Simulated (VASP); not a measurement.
# Na7Cl8 (a cell with a defect) in VASP: relaxation of the atoms with PBE

Aim: the relaxation of the atoms of Na7Cl8 (a cell with a defect) with PBE.

Program: VASP 6.6.1. These are calculated values, not measurements. Logs are shortened: lines on timing, memory, paths and dates and some standing lists are left out, and cuts for length are marked.

## Step 1: The cell of the first run

The cell holds a defect, 15 atoms: a = 8.055 Å, b = 8.055 Å, c = 8.055 Å, α = 60.00°, β = 60.00°, γ = 60.00°.

## Step 2: Relaxation of the atoms, PBE (atoms taken out)

INCAR

```
  PREC = Accurate
  ENCUT = 450
  EDIFF = 1E-7
  ISMEAR = 0
  SIGMA = 0.05
  LREAL = False
  LASPH = True
  NELM = 120
  ALGO = Normal
  ISIF = 2
  LWAVE = False
  LCHARG = False
  GGA = PE
  IBRION = 2
  NSW = 70
  EDIFFG = -0.02
  NELECT = 106.0
  GGA_COMPAT = False
  NELMIN = 4
```

KPOINTS

```
regular mesh
0
Gamma
  4 4 4
```

POSCAR

```
Na7Cl8
1.0
   -5.6955747870      0.0000000000      5.6955747870
   -5.6955747870     -5.6955747870      0.0000000000
    0.0000000000     -5.6955747870      5.6955747870
Na Cl
7 8
Direct
    0.0000000000      0.0000000000      0.5000000000
    0.0000000000      0.5000000000      0.0000000000
    0.0000000000      0.0000000000      0.0000000000
    0.5000000000      0.5000000000      0.5000000000
    0.5000000000      0.0000000000      0.5000000000
    0.5000000000      0.5000000000      0.0000000000
    0.5000000000      0.0000000000      0.0000000000
    0.2500000000      0.7500000000      0.2500000000
    0.2500000000      0.2500000000      0.2500000000
    0.2500000000      0.7500000000      0.7500000000
    0.2500000000      0.2500000000      0.7500000000
    0.7500000000      0.7500000000      0.2500000000
    0.7500000000      0.2500000000      0.2500000000
    0.7500000000      0.7500000000      0.7500000000
    0.7500000000      0.2500000000      0.7500000000
```

Potentials or basis: VASP PAW PBE potentials, release 64 (Na_pv, Cl).

On the command line:

```
> cat potpaw_PBE.64/Na_pv/POTCAR potpaw_PBE.64/Cl/POTCAR > POTCAR
> mpirun -np 1 vasp_std > vasp.out
```

OUTCAR:

```text
PREC = Accurate
   ENCUT = 450
   EDIFF = 1E-7
   ISMEAR = 0
   LREAL = False
   LASPH = True
   NELM = 120
   ISIF = 2
   GGA = PE
   IBRION = 2
   NSW = 70
   EDIFFG = -0.02
   NELECT = 106.0
   NELMIN = 4

 ion  position               nearest neighbor table
   1  0.000  0.000  0.500-
   2  0.000  0.500  0.000-
   3  0.000  0.000  0.000-
   4  0.500  0.500  0.500-
   5  0.500  0.000  0.500-
   6  0.500  0.500  0.000-
   7  0.500  0.000  0.000-
   8  0.250  0.750  0.250-
   9  0.250  0.250  0.250-
  10  0.250  0.750  0.750-
  11  0.250  0.250  0.750-
  12  0.750  0.750  0.250-
  13  0.750  0.250  0.250-
  14  0.750  0.750  0.750-
  15  0.750  0.250  0.750-

  LATTYP: Found a face centered cubic cell.
 ALAT       =    11.3911495740

  Lattice vectors:

 A1 = (  -5.6955747870,   0.0000000000,   5.6955747870)
 A2 = (  -5.6955747870,  -5.6955747870,   0.0000000000)
 A3 = (   0.0000000000,  -5.6955747870,   5.6955747870)

Analysis of symmetry for initial positions (statically):
=====================================================================
 Subroutine PRICEL returns:
 Original cell was already a primitive cell.

 Routine SETGRP: Setting up the symmetry group for a
 face centered cubic supercell.

 Subroutine GETGRP returns: Found 48 space group operations
 (whereof  8 operations were pure point group operations)
 out of a pool of 48 trial point group operations.

The static configuration has the point symmetry D_2h.
 The point group associated with its full space group is O_h .

Analysis of symmetry for dynamics (positions and initial velocities):
=====================================================================
 Subroutine PRICEL returns:
 Original cell was already a primitive cell.

 Routine SETGRP: Setting up the symmetry group for a
 face centered cubic supercell.

 Subroutine GETGRP returns: Found 48 space group operations
 (whereof  8 operations were pure point group operations)
 out of a pool of 48 trial point group operations.

The dynamic configuration has the point symmetry D_2h.
 The point group associated with its full space group is O_h .

 Subroutine INISYM returns: Found 48 space group operations
 (whereof  8 operations are pure point group operations),
 and found     1 'primitive' translations

----------------------------------------------------------------------------------------

                                     Primitive cell

  volume of cell :     369.5240

  direct lattice vectors                    reciprocal lattice vectors
    -5.695574787  0.000000000  5.695574787    -0.087787452  0.087787452  0.087787452
    -5.695574787 -5.695574787  0.000000000    -0.087787452 -0.087787452 -0.087787452
     0.000000000 -5.695574787  5.695574787     0.087787452 -0.087787452  0.087787452

  length of vectors
     8.054759109  8.054759109  8.054759109     0.152052328  0.152052328  0.152052328

  position of ions in fractional coordinates (direct lattice)
     0.000000000  0.000000000  0.500000000
     0.000000000  0.500000000  0.000000000
     0.000000000  0.000000000  0.000000000
     0.500000000  0.500000000  0.500000000
     0.500000000  0.000000000  0.500000000
     0.500000000  0.500000000  0.000000000
     0.500000000  0.000000000  0.000000000
     0.250000000  0.750000000  0.250000000
     0.250000000  0.250000000  0.250000000
     0.250000000  0.750000000  0.750000000
     0.250000000  0.250000000  0.750000000
     0.750000000  0.750000000  0.250000000
     0.750000000  0.250000000  0.250000000
     0.750000000  0.750000000  0.750000000
     0.750000000  0.250000000  0.750000000

  ion indices of the primitive-cell ions
   primitive index   ion index
                 1           1
                 2           2
                 3           3
                 4           4
                 5           5
                 6           6
                 7           7
                 8           8
                 9           9
                10          10
                11          11
                12          12
                13          13
                14          14
                15          15

----------------------------------------------------------------------------------------

 KPOINTS: regular mesh

Automatic generation of k-mesh.
 Grid dimensions read from file:
 generate k-points for:    4    4    4

 Generating k-lattice:

  Cartesian coordinates                     Fractional coordinates (reciprocal lattice)
    -0.021946863  0.021946863  0.021946863     0.250000000  0.000000000  0.000000000
    -0.021946863 -0.021946863 -0.021946863     0.000000000  0.250000000  0.000000000
     0.021946863 -0.021946863  0.021946863     0.000000000  0.000000000  0.250000000

  Length of vectors
     0.038013082  0.038013082  0.038013082

  Shift w.r.t. Gamma in fractional coordinates (k-lattice)
     0.000000000  0.000000000  0.000000000

 Subroutine IBZKPT returns following result:
 ===========================================

 Found      8 irreducible k-points:

 Following reciprocal coordinates:
            Coordinates               Weight
  0.000000  0.000000  0.000000      1.000000
  0.250000  0.000000  0.000000      8.000000
  0.500000  0.000000  0.000000      4.000000
  0.250000  0.250000  0.000000      6.000000
  0.500000  0.250000  0.000000     24.000000
 -0.250000  0.250000  0.000000     12.000000
  0.500000  0.500000  0.000000      3.000000
 -0.250000  0.500000  0.250000      6.000000
   k-points           NKPTS =      8   k-points in BZ     NKDIM =      8   number of bands    NBANDS=     63
   number of dos      NEDOS =    301   number of ions     NIONS =     15
   total plane-waves  NPLWV = 175616
   dimension x,y,z NGX =    56 NGY =   56 NGZ =   56
   dimension x,y,z NGXF=   112 NGYF=  112 NGZF=  112
   ions per type =               7   8
   NGX,Y,Z   is equivalent  to a cutoff of  11.56, 11.56, 11.56 a.u.
   NGXF,Y,Z  is equivalent  to a cutoff of  23.12, 23.12, 23.12 a.u.
 SYSTEM =  unknown system
   PREC   = accura    normal or accurate (medium, high low for compatibility)
   ISTART =      0    job   : 0-new  1-cont  2-samecut
   ICHARG =      2    charge: 1-file 2-atom 10-const
   ISPIN  =      1    spin polarized calculation?
   LNONCOLLINEAR =      F non collinear calculations
   LSORBIT =      F    spin-orbit coupling
   LASPH  =      T    aspherical Exc in radial PAW
   ENCUT  =  450.0 eV  33.07 Ry    5.75 a.u.  13.93 13.93 13.93*2*pi/ulx,y,z
   NELM   =    120;   NELMIN=  4; NELMDL= -5     # of ELM steps
   EDIFF  = 0.1E-06   stopping-criterion for ELM
   LREAL  =      F    real-space projection
   EDIFFG = -.2E-01   stopping-criterion for IOM
   NSW    =     70    number of steps for IOM
   IBRION =      2    ionic relax: 0-MD 1-quasi-New 2-CG
   NFREE  =      1    steps in history (QN), initial steepest desc. (CG)
   ISIF   =      2    stress and relaxation
   ISYM   =      2    0-nonsym 1-usesym 2-fastsym
   POTIM  = 0.5000    time-step for ionic-motion
   TEBEG  =    0.0;   TEEND  =   0.0 temperature during run
   PSTRESS=    0.0 pullay stress
   NELECT =     106.0000    total number of electrons
   NUPDOWN=      -1.0000    fix difference up-down
   EMIN   =  10.00;   EMAX   =-10.00  energy-range for DOS
   EFERMI =   0.00;   METHOD = LEGACY
   ISMEAR =     0;   SIGMA  =   0.05  broadening in eV -4-tet -1-fermi 0-gaus
   EFERMI_NEDOS =   21; number of points for ismear=-14 and -15
   IALGO  =     38    algorithm
   IMIX   =      4    mixing-type and parameters
     AMIX     =   0.40;   BMIX     =  1.00
     AMIX_MAG =   1.60;   BMIX_MAG =  1.00
  volume/ion in A,a.u.               =      24.63       166.24
  Fermi-wavevector in a.u.,A,eV,Ry     =   1.079682  2.040303 15.860494  1.165713
  Thomas-Fermi vector in A             =   2.215653
   LORBIT       =      0    0 simple, 1 ext, 2 COOP (PROOUT), +10 PAW based schemes
   GGA     = PE    functional components
   LHFCALC =     F    Hartree Fock is set to
   AEXX    =    0.0000 exact exchange contribution
   IVDW    =     0    specifies the selected vdW correction
   LEPSILON=     F    determine dielectric tensor
   LRPA    =     F    only Hartree local field effects (RPA)
 conjugate gradient relaxation of ions
 non-spin polarized calculation
 Gauss-broadening in eV      SIGMA  =   0.05
  energy-cutoff  :      450.00
  volume of cell :      369.52
 maximum number of plane-waves:      8026
   NGX = 27   NGY = 27   NGZ = 27

--------------------------------------- Ionic step        1  -------------------------------------------

 number of electron     105.9999921 magnetization

 Free energy of the ion-electron system (eV)
  ---------------------------------------------------
  ext. energy  EPLUGINS =         0.00000000
  ---------------------------------------------------
  free energy    TOTEN  =       -49.14521252 eV

  energy without entropy =      -49.14521252  energy(sigma->0) =      -49.14521252

------------------------ aborting loop because EDIFF is reached ----------------------------------------

  FORCE on cell =-STRESS in cart. coord.  units (eV):
  Direction    XX          YY          ZZ          XY          YZ          ZX
  --------------------------------------------------------------------------------------
  -------------------------------------------------------------------------------------
  Total        4.4446017      4.4446017      4.4446017     -0.0000000      0.0000000      0.0000000
  in kB       19.2708448     19.2708448     19.2708448     -0.0000000      0.0000000      0.0000000
  external PRESSURE =      19.2708448 kB  Pullay stress =       0.0000000 kB
[... 181 lines left out ...]
  energy  without entropy=      -49.1844541025  energy(sigma->0) =      -49.18445410

--------------------------------------- Ionic step        5  -------------------------------------------

 number of electron     105.9999925 magnetization

 Free energy of the ion-electron system (eV)
  ---------------------------------------------------
  ext. energy  EPLUGINS =         0.00000000
  ---------------------------------------------------
  free energy    TOTEN  =       -49.19546708 eV

  energy without entropy =      -49.19546708  energy(sigma->0) =      -49.19546708

 E-fermi :  -0.8230     XC(G=0):  -7.8689

 val. band max:       -1.0642933044   @ k =   0.0000   0.0000   0.0000
 cond. band min:       3.8240370290   @ k =   0.0000   0.0000   0.0000
 fundamental gap:      4.8883303334
 Fermi energy:        -0.8230282556

 k-point     1 :       0.0000    0.0000    0.0000
  band No.  band energies     occupation
      1     -22.4168      2.00000
      2     -22.4010      2.00000
      3     -22.4010      2.00000
      4     -22.4010      2.00000
      5     -22.3932      2.00000
      6     -22.3932      2.00000
[... 559 lines left out ...]
  FREE ENERGIE OF THE ION-ELECTRON SYSTEM (eV)
  ---------------------------------------------------
  free  energy   TOTEN  =       -49.1954670782 eV

  energy  without entropy=      -49.1954670782  energy(sigma->0) =      -49.19546708

 reached required accuracy - stopping structural energy minimisation
```

It took 9.7 min on 1 thread of Intel Xeon Platinum 8488C (Sapphire Rapids), shared host; peak memory 0.5 GiB.

What came out:

- Free energy: -49.1955 eV
- Energy gained by relaxing: 3.4 meV/atom
- Ionic steps: 5
- Largest force after relaxing: 0.003 eV/Å

Forces on the atoms (eV/Å):
```
Na   0.000  0.000  0.000
Na   0.000  0.000  0.000
Na   0.000  0.000  0.000
Na   0.000  0.000  0.000
Na   0.000  0.000  0.000
Na   0.000  0.000  0.000
Na   0.000  0.000  0.000
Cl  -0.003  0.000  0.000
Cl   0.000  0.003  0.000
Cl   0.000  0.000  0.000
Cl   0.000  0.000  0.003
Cl   0.000  0.000 -0.003
Cl   0.000  0.000  0.000
Cl   0.000 -0.003  0.000
Cl   0.003  0.000  0.000
```

Step by step:
| step | energy change (eV) | largest force (eV/Å) | pressure (GPa) |
| --- | --- | --- | --- |
| 1 | 0.0000 | 0.2222 | 1.93 |
| 2 | -0.0133 | 0.1917 | 1.96 |
| 3 | -0.0412 | 0.0965 | 2.06 |
| 4 | -0.0392 | 0.1114 | 2.30 |
| 5 | -0.0503 | 0.0032 | 2.16 |

Final structure:
```
Na Cl
1.0
    -5.69557    0.00000    5.69557
    -5.69557   -5.69557    0.00000
     0.00000   -5.69557    5.69557
Na Cl
7 8
Direct
  0.00000 0.00000 0.50000
  0.00000 0.50000 0.00000
  0.00000 0.00000 0.00000
  0.50000 0.50000 0.50000
  0.50000 0.00000 0.50000
  0.50000 0.50000 0.00000
  0.50000 0.00000 0.00000
  0.25639 0.75639 0.24361
  0.25639 0.24361 0.24361
  0.25000 0.75000 0.75000
  0.25639 0.24361 0.75639
  0.74361 0.75639 0.24361
  0.75000 0.25000 0.25000
  0.74361 0.75639 0.75639
  0.74361 0.24361 0.75639
```

Levels at points of the mesh, in eV from the Fermi level:
```
           k point  band 51  band 52  band 53  band 54  band 55  band 56
(0.00, 0.00, 0.00)    -0.24    -0.24    -0.24     4.65     6.66     6.89
(0.50, 0.00, 0.00)    -0.33    -0.31    -0.31     6.05     6.13     7.64
(0.50, 0.50, 0.00)    -0.42    -0.42    -0.26     6.41     6.74     7.52
```

Caveat: the cell carries a net charge on a neutralising background, which shifts energy and pressure; the cell differs from its parent crystal (atoms taken out); the cell is charged against a uniform background, so pressure and absolute levels hang on convention.
